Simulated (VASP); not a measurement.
# NaH (Pm-3m) in VASP: settings compared

Aim: see how the results for NaH move with the level of theory and the settings. Levels: PBE, r2SCAN. Tasks: single point.

All numbers are computed with VASP 6.6.1; they aren't measurements. Logs are shortened: lines on timing, memory, paths and dates and some standing lists are left out, and cuts for length are marked.

### Step 1. The cell of the first run

Symmetry: Pm-3m, No. 221, cubic system. The conventional cell has a = 2.974 Å, b = 2.974 Å, c = 2.974 Å, α = 90.00°, β = 90.00°, γ = 90.00°. Within 3.4 Å of Na (site symmetry m-3m) lie 8 H at 2.58 Å and 6 Na at 2.97 Å. H (site symmetry m-3m) has 8 Na at 2.58 Å and 6 H at 2.97 Å within 3.4 Å.

### Step 2. Single point, PBE (strain +1.4%)

INCAR reads:

```
SYSTEM = NaH
PREC     = Accurate       ! precision mode
ENCUT    = 520            ! plane-wave cutoff, eV
EDIFF    = 1E-6           ! SCF threshold, eV
ISMEAR   = -1             ! smearing method
SIGMA    = 0.02           ! smearing width, eV
LREAL    = .False.        ! projectors in reciprocal space
LASPH    = .True.         ! aspherical terms in the spheres
NELM     = 100            ! most SCF steps
ALGO     = Normal         ! electronic algorithm
ISIF     = 2              ! what is computed and relaxed
LWAVE    = .False.        ! write WAVECAR
LCHARG   = .False.        ! write CHGCAR
GGA      = PE             ! functional
NBANDS   = 11             ! bands
```

KPOINTS reads:

```
regular mesh
0
Gamma
  8 8 8
  0 0 0
```

POSCAR reads:

```
NaH
1.0
    2.9743244007      0.0000000000      0.0000000000
    0.0000000000      2.9743244007      0.0000000000
    0.0000000000      0.0000000000      2.9743244007
Na H
1 1
Direct
    0.0000000000      0.0000000000      0.0000000000
    0.5000000000      0.5000000000      0.5000000000
```

Potentials or basis: VASP PAW PBE potentials, release 64 (Na_pv, H).

On the command line:

```sh
$ cat potpaw_PBE.64/Na_pv/POTCAR potpaw_PBE.64/H/POTCAR > POTCAR
$ mpirun -np 1 vasp_std > vasp.out
```

OUTCAR:

```text
SYSTEM = NaH
   PREC = Accurate
   ENCUT = 520
   EDIFF = 1E-6
   ISMEAR = -1
   LREAL = .False.
   LASPH = .True.
   NELM = 100
   ISIF = 2
   GGA = PE

 ion  position               nearest neighbor table
   1  0.000  0.000  0.000-
   2  0.500  0.500  0.500-

  LATTYP: Found a simple cubic cell.
 ALAT       =     2.9743244007

  Lattice vectors:

 A1 = (   2.9743244007,   0.0000000000,   0.0000000000)
 A2 = (   0.0000000000,   2.9743244007,   0.0000000000)
 A3 = (   0.0000000000,   0.0000000000,   2.9743244007)

Analysis of symmetry for initial positions (statically):
=====================================================================
 Subroutine PRICEL returns:
 Original cell was already a primitive cell.

 Routine SETGRP: Setting up the symmetry group for a
 simple cubic supercell.

 Subroutine GETGRP returns: Found 48 space group operations
 (whereof 48 operations were pure point group operations)
 out of a pool of 48 trial point group operations.

The static configuration has the point symmetry O_h .

Analysis of symmetry for dynamics (positions and initial velocities):
=====================================================================
 Subroutine PRICEL returns:
 Original cell was already a primitive cell.

 Routine SETGRP: Setting up the symmetry group for a
 simple cubic supercell.

 Subroutine GETGRP returns: Found 48 space group operations
 (whereof 48 operations were pure point group operations)
 out of a pool of 48 trial point group operations.

The dynamic configuration has the point symmetry O_h .

 Subroutine INISYM returns: Found 48 space group operations
 (whereof 48 operations are pure point group operations),
 and found     1 'primitive' translations

----------------------------------------------------------------------------------------

                                     Primitive cell

  volume of cell :      26.3127

  direct lattice vectors                    reciprocal lattice vectors
     2.974324401  0.000000000  0.000000000     0.336210805  0.000000000  0.000000000
     0.000000000  2.974324401  0.000000000     0.000000000  0.336210805  0.000000000
     0.000000000  0.000000000  2.974324401     0.000000000  0.000000000  0.336210805

  length of vectors
     2.974324401  2.974324401  2.974324401     0.336210805  0.336210805  0.336210805

  position of ions in fractional coordinates (direct lattice)
     0.000000000  0.000000000  0.000000000
     0.500000000  0.500000000  0.500000000

  ion indices of the primitive-cell ions
   primitive index   ion index
[... 77 lines left out ...]
   NSW    =      0    number of steps for IOM
   IBRION =     -1    ionic relax: 0-MD 1-quasi-New 2-CG
   NFREE  =      0    steps in history (QN), initial steepest desc. (CG)
   ISIF   =      2    stress and relaxation
   ISYM   =      2    0-nonsym 1-usesym 2-fastsym
   POTIM  = 0.5000    time-step for ionic-motion
   TEBEG  =    0.0;   TEEND  =   0.0 temperature during run
   PSTRESS=    0.0 pullay stress
   NELECT =       8.0000    total number of electrons
   NUPDOWN=      -1.0000    fix difference up-down
   EMIN   =  10.00;   EMAX   =-10.00  energy-range for DOS
   EFERMI =   0.00;   METHOD = LEGACY
   ISMEAR =    -1;   SIGMA  =   0.02  broadening in eV -4-tet -1-fermi 0-gaus
   EFERMI_NEDOS =   21; number of points for ismear=-14 and -15
   IALGO  =     38    algorithm
   IMIX   =      4    mixing-type and parameters
     AMIX     =   0.40;   BMIX     =  1.00
     AMIX_MAG =   1.60;   BMIX_MAG =  1.00
  volume/ion in A,a.u.               =      13.16        88.78
  Fermi-wavevector in a.u.,A,eV,Ry     =   1.100820  2.080249 16.487617  1.211806
  Thomas-Fermi vector in A             =   2.237238
   LORBIT       =      0    0 simple, 1 ext, 2 COOP (PROOUT), +10 PAW based schemes
   GGA     = PE    functional components
   LHFCALC =     F    Hartree Fock is set to
   AEXX    =    0.0000 exact exchange contribution
   IVDW    =     0    specifies the selected vdW correction
   LEPSILON=     F    determine dielectric tensor
   LRPA    =     F    only Hartree local field effects (RPA)
 non-spin polarized calculation
  energy-cutoff  :      520.00
  volume of cell :       26.31
 maximum number of plane-waves:       739
 NGX is ok and might be reduce to    24
   NGX = 11   NGY = 11   NGZ = 11

 number of electron       7.9999997 magnetization

 Free energy of the ion-electron system (eV)
  ---------------------------------------------------
  ext. energy  EPLUGINS =         0.00000000
  ---------------------------------------------------
  free energy    TOTEN  =        -4.77235324 eV

  energy without entropy =       -4.77235324  energy(sigma->0) =       -4.77235324

 E-fermi :   1.5489     XC(G=0):  -8.0921

 val. band max:        1.1982484995   @ k =   0.5000   0.5000   0.5000
 cond. band min:       2.2304276976   @ k =   0.5000   0.0000   0.0000
 fundamental gap:      1.0321791981
 Fermi energy:         1.5489499762

 k-point     1 :       0.0000    0.0000    0.0000
  band No.  band energies     occupation
      1     -23.3520      2.00000
      2     -23.3520      2.00000
      3     -23.3520      2.00000
      4      -4.6268      2.00000
      5       9.6923      0.00000
      6      12.0866      0.00000
      7      12.0866      0.00000
      8      13.5621      0.00000
      9      13.5621      0.00000
     10      13.5621      0.00000
     11      26.6052      0.00000
[... 309 lines left out ...]
 k-point    24 :       0.5000    0.3750    0.1250
  band No.  band energies     occupation
      1     -23.4914      2.00000
      2     -23.4654      2.00000
      3     -23.3472      2.00000
      4      -0.6544      2.00000
      5       4.7420      0.00000
      6       6.4544      0.00000
      7       9.4803      0.00000
      8      13.1693      0.00000
      9      16.6390      0.00000
     10      17.7711      0.00000
     11      21.9579      0.00000

 [... further k-points ...]
[... 5 lines left out ...]
  --------------------------------------------------------------------------------------
  -------------------------------------------------------------------------------------
  Total       -0.0502101     -0.0502101     -0.0502101      0.0000000      0.0000000      0.0000000
  in kB       -3.0572916     -3.0572916     -3.0572916      0.0000000      0.0000000      0.0000000
  external PRESSURE =      -3.0572916 kB  Pullay stress =       0.0000000 kB

 VOLUME and BASIS-vectors are now :
 -----------------------------------------------------------------------------
  energy-cutoff  :      520.00
  volume of cell :       26.31
      direct lattice vectors                 reciprocal lattice vectors
     2.974324401  0.000000000  0.000000000     0.336210805  0.000000000  0.000000000
     0.000000000  2.974324401  0.000000000     0.000000000  0.336210805  0.000000000
     0.000000000  0.000000000  2.974324401     0.000000000  0.000000000  0.336210805

 POSITION                                       TOTAL-FORCE (eV/Angst)
 -----------------------------------------------------------------------------------
      0.00000      0.00000      0.00000         0.000000      0.000000      0.000000
      1.48716      1.48716      1.48716         0.000000      0.000000      0.000000
 -----------------------------------------------------------------------------------
    total drift:                                0.000000      0.000000      0.000000

  FREE ENERGIE OF THE ION-ELECTRON SYSTEM (eV)
  ---------------------------------------------------
  free  energy   TOTEN  =        -4.7723532395 eV

  energy  without entropy=       -4.7723532395  energy(sigma->0) =       -4.77235324
```

stdout:

```text
POSCAR found type information on POSCAR NaH
 POSCAR found :  2 types and       2 ions
 scaLAPACK will be used
 LDA part: xc-table for (Slater+PW92), standard interpolation
 POSCAR, INCAR and KPOINTS ok, starting setup
 FFT: planning ... GRIDC
 FFT: planning ... GRID_SOFT
 FFT: planning ... GRID
 WAVECAR not read
 entering main loop
```

Run time: 10 s. Hardware: 1 thread of Intel Xeon 8259CL, shared host; peak memory 0.13 GiB.

Results:

* Free energy: -4.7724 eV
* Pressure: -0.3 GPa
* Band gap on the k mesh: 1.03 eV (least direct gap 4.38 eV)

Levels at points of the mesh, in eV from the valence-band top:
| k point | band 1 | band 2 | band 3 | band 4 | band 5 | band 6 | band 7 | band 8 |
| --- | --- | --- | --- | --- | --- | --- | --- | --- |
| (0.00, 0.00, 0.00) | -24.55 | -24.55 | -24.55 | -5.83 | 8.49 | 10.89 | 10.89 | 12.36 |
| (0.50, 0.00, 0.00) | -24.72 | -24.54 | -24.54 | -3.35 | 1.03 | 10.73 | 14.08 | 14.40 |
| (0.50, 0.50, 0.00) | -24.69 | -24.69 | -24.52 | -1.69 | 4.25 | 4.25 | 6.72 | 14.54 |
| (0.50, 0.50, 0.50) | -24.67 | -24.67 | -24.67 | 0.00 | 6.87 | 6.87 | 6.87 | 9.02 |

Caveat: the cell differs from its parent crystal (strain +1.4%); the structure was generated, so it needn't be the stable form of NaH. A k mesh can miss the band edges.

### Step 3. Single point, r2SCAN (strain +1.4%)

POSCAR is that of step 2.

INCAR.step1 reads:

```
ALGO = Normal ; EDIFF = 1E-4
ENCUT = 520 ; GGA = PE
ISMEAR = 0 ; LASPH = True
LCHARG = False ; LREAL = False
LWAVE = True ; NBANDS = 11
NELM = 100 ; PREC = Accurate
SIGMA = 0.01
```

INCAR.step2 reads:

```
ALGO = Normal ; EDIFF = 1E-7
ENCUT = 520 ; ISIF = 2
ISMEAR = 0 ; ISTART = 1
LASPH = True ; LCHARG = False
LMIXTAU = True ; LREAL = False
LWAVE = False ; METAGGA = R2SCAN
NBANDS = 11 ; NELM = 100
PREC = Accurate ; SIGMA = 0.01
```

KPOINTS reads:

```
k-points
0
Gamma
  8 8 8
```

Potentials or basis: VASP PAW PBE potentials, release 64 (Na_pv, H).

On the command line:

```sh
$ cat potpaw_PBE.64/Na_pv/POTCAR potpaw_PBE.64/H/POTCAR > POTCAR
$ cp INCAR.step1 INCAR
$ mpirun -np 1 vasp_std > vasp.out
$ cp INCAR.step2 INCAR
$ mpirun -np 1 vasp_std > vasp.out
```

OUTCAR:

```text
EDIFF = 1E-7
   ENCUT = 520
   ISIF = 2
   ISMEAR = 0
   ISTART = 1
   LASPH = True
   LREAL = False
   METAGGA = R2SCAN
   NELM = 100
   PREC = Accurate

 ion  position               nearest neighbor table
   1  0.000  0.000  0.000-
   2  0.500  0.500  0.500-

  LATTYP: Found a simple cubic cell.
 ALAT       =     2.9743244007

  Lattice vectors:

 A1 = (   2.9743244007,   0.0000000000,   0.0000000000)
 A2 = (   0.0000000000,   2.9743244007,   0.0000000000)
 A3 = (   0.0000000000,   0.0000000000,   2.9743244007)

Analysis of symmetry for initial positions (statically):
=====================================================================
 Subroutine PRICEL returns:
 Original cell was already a primitive cell.

 Routine SETGRP: Setting up the symmetry group for a
 simple cubic supercell.

 Subroutine GETGRP returns: Found 48 space group operations
 (whereof 48 operations were pure point group operations)
 out of a pool of 48 trial point group operations.

The static configuration has the point symmetry O_h .

Analysis of symmetry for dynamics (positions and initial velocities):
=====================================================================
 Subroutine PRICEL returns:
 Original cell was already a primitive cell.

 Routine SETGRP: Setting up the symmetry group for a
 simple cubic supercell.

 Subroutine GETGRP returns: Found 48 space group operations
 (whereof 48 operations were pure point group operations)
 out of a pool of 48 trial point group operations.

The dynamic configuration has the point symmetry O_h .

 Subroutine INISYM returns: Found 48 space group operations
 (whereof 48 operations are pure point group operations),
 and found     1 'primitive' translations

----------------------------------------------------------------------------------------

                                     Primitive cell

[... 111 lines left out ...]
  volume/ion in A,a.u.               =      13.16        88.78
  Fermi-wavevector in a.u.,A,eV,Ry     =   1.100820  2.080249 16.487617  1.211806
  Thomas-Fermi vector in A             =   2.237238
   LORBIT       =      0    0 simple, 1 ext, 2 COOP (PROOUT), +10 PAW based schemes
   METAGGA = R2SCAN    functional components
   LHFCALC =     F    Hartree Fock is set to
   AEXX    =    0.0000 exact exchange contribution
   IVDW    =     0    specifies the selected vdW correction
   LEPSILON=     F    determine dielectric tensor
   LRPA    =     F    only Hartree local field effects (RPA)
 non-spin polarized calculation
 Gauss-broadening in eV      SIGMA  =   0.01
  energy-cutoff  :      520.00
  volume of cell :       26.31
 maximum number of plane-waves:       739
 NGX is ok and might be reduce to    24
   NGX = 11   NGY = 11   NGZ = 11

 number of electron       7.9999997 magnetization

 Free energy of the ion-electron system (eV)
  ---------------------------------------------------
  ext. energy  EPLUGINS =         0.00000000
  ---------------------------------------------------
  free energy    TOTEN  =        -7.28838307 eV

  energy without entropy =       -7.28838307  energy(sigma->0) =       -7.28838307

 E-fermi :   1.0950     XC(G=0):  -8.4862

 val. band max:        0.9594286333   @ k =   0.5000   0.5000   0.5000
 cond. band min:       2.5625029745   @ k =   0.5000   0.0000   0.0000
 fundamental gap:      1.6030743412
 Fermi energy:         1.0949507140

 k-point     1 :       0.0000    0.0000    0.0000
  band No.  band energies     occupation
      1     -24.5176      2.00000
      2     -24.5176      2.00000
      3     -24.5176      2.00000
      4      -4.9059      2.00000
      5      10.4795      0.00000
      6      12.4703      0.00000
      7      12.4703      0.00000
      8      14.1057      0.00000
      9      14.1057      0.00000
     10      14.1057      0.00000
     11      27.2207      0.00000
[... 309 lines left out ...]
 k-point    24 :       0.5000    0.3750    0.1250
  band No.  band energies     occupation
      1     -24.6478      2.00000
      2     -24.6234      2.00000
      3     -24.5129      2.00000
      4      -0.9650      2.00000
      5       5.0843      0.00000
      6       6.7697      0.00000
      7      10.1329      0.00000
      8      13.6329      0.00000
      9      17.3016      0.00000
     10      18.4112      0.00000
     11      22.6196      0.00000

 [... further k-points ...]
[... 5 lines left out ...]
  --------------------------------------------------------------------------------------
  -------------------------------------------------------------------------------------
  Total       -0.2182475     -0.2182475     -0.2182475      0.0000000      0.0000000      0.0000000
  in kB      -13.2890753    -13.2890753    -13.2890753      0.0000000      0.0000000      0.0000000
  external PRESSURE =     -13.2890753 kB  Pullay stress =       0.0000000 kB

 VOLUME and BASIS-vectors are now :
 -----------------------------------------------------------------------------
  energy-cutoff  :      520.00
  volume of cell :       26.31
      direct lattice vectors                 reciprocal lattice vectors
     2.974324401  0.000000000  0.000000000     0.336210805  0.000000000  0.000000000
     0.000000000  2.974324401  0.000000000     0.000000000  0.336210805  0.000000000
     0.000000000  0.000000000  2.974324401     0.000000000  0.000000000  0.336210805

 POSITION                                       TOTAL-FORCE (eV/Angst)
 -----------------------------------------------------------------------------------
      0.00000      0.00000      0.00000         0.000000      0.000000      0.000000
      1.48716      1.48716      1.48716         0.000000      0.000000      0.000000
 -----------------------------------------------------------------------------------
    total drift:                                0.000000      0.000000      0.000000

  FREE ENERGIE OF THE ION-ELECTRON SYSTEM (eV)
  ---------------------------------------------------
  free  energy   TOTEN  =        -7.2883830746 eV

  energy  without entropy=       -7.2883830746  energy(sigma->0) =       -7.28838307
```

OUTCAR.step1:

```text
EDIFF = 1E-4
   ENCUT = 520
   GGA = PE
   ISMEAR = 0
   LASPH = True
[... 557 lines left out ...]
 -----------------------------------------------------------------------------------
      0.00000      0.00000      0.00000         0.000000      0.000000      0.000000
      1.48716      1.48716      1.48716         0.000000      0.000000      0.000000
 -----------------------------------------------------------------------------------
    total drift:                                0.000000      0.000000      0.000000

  FREE ENERGIE OF THE ION-ELECTRON SYSTEM (eV)
  ---------------------------------------------------
  free  energy   TOTEN  =        -4.7723519414 eV

  energy  without entropy=       -4.7723519414  energy(sigma->0) =       -4.77235194
```

OSZICAR.step1:

```text
N       E                     dE             d eps       ncg     rms          rms(c)
DAV:   1     0.368405361462E+02    0.36841E+02   -0.45669E+03   770   0.754E+02
DAV:   2    -0.402331185433E+01   -0.40864E+02   -0.39980E+02   809   0.193E+02
DAV:   3    -0.522656827959E+01   -0.12033E+01   -0.12020E+01   887   0.322E+01
DAV:   4    -0.523392158332E+01   -0.73533E-02   -0.73527E-02   875   0.258E+00
DAV:   5    -0.523398409180E+01   -0.62508E-04   -0.62507E-04   886   0.240E-01    0.309E+00
DAV:   6    -0.487980618349E+01    0.35418E+00   -0.35423E-01   855   0.314E+00    0.145E+00
DAV:   7    -0.476988503182E+01    0.10992E+00   -0.38053E-01   836   0.244E+00    0.379E-01
DAV:   8    -0.477263244321E+01   -0.27474E-02   -0.93424E-03   851   0.106E+00    0.738E-02
DAV:   9    -0.477237352316E+01    0.25892E-03   -0.17493E-03   878   0.419E-01    0.272E-02
DAV:  10    -0.477235194136E+01    0.21582E-04   -0.98031E-05   543   0.571E-02
   1 F= -.47723519E+01 E0= -.47723519E+01  d E =-.130155-135
```

Wall time 39 s (1 thread of Intel Xeon 8259CL, shared host); peak memory 0.14 GiB.

Results:

- Free energy: -7.2884 eV
- Pressure: -1.3 GPa
- Band gap on the k mesh: 1.60 eV (least direct gap 5.04 eV)

Levels at points of the mesh, in eV from the valence-band top:
```
           k point  band 1  band 2  band 3  band 4  band 5  band 6  band 7  band 8  band 9
(0.00, 0.00, 0.00)  -25.48  -25.48  -25.48   -5.87    9.52   11.51   11.51   13.15   13.15
(0.50, 0.00, 0.00)  -25.63  -25.46  -25.46   -3.44    1.60   11.78   14.67   14.96   14.96
(0.50, 0.50, 0.00)  -25.61  -25.61  -25.45   -1.78    4.78    4.78    7.66   15.49   19.24
(0.50, 0.50, 0.50)  -25.58  -25.58  -25.58    0.00    7.25    7.25    7.25    9.97    9.97
```

Caveat: the cell differs from its parent crystal (strain +1.4%); the structure was generated, so it needn't be the stable form of NaH; the PAW data sets were made with another functional, which shifts forces and pressure a little. A k mesh can miss the band edges.
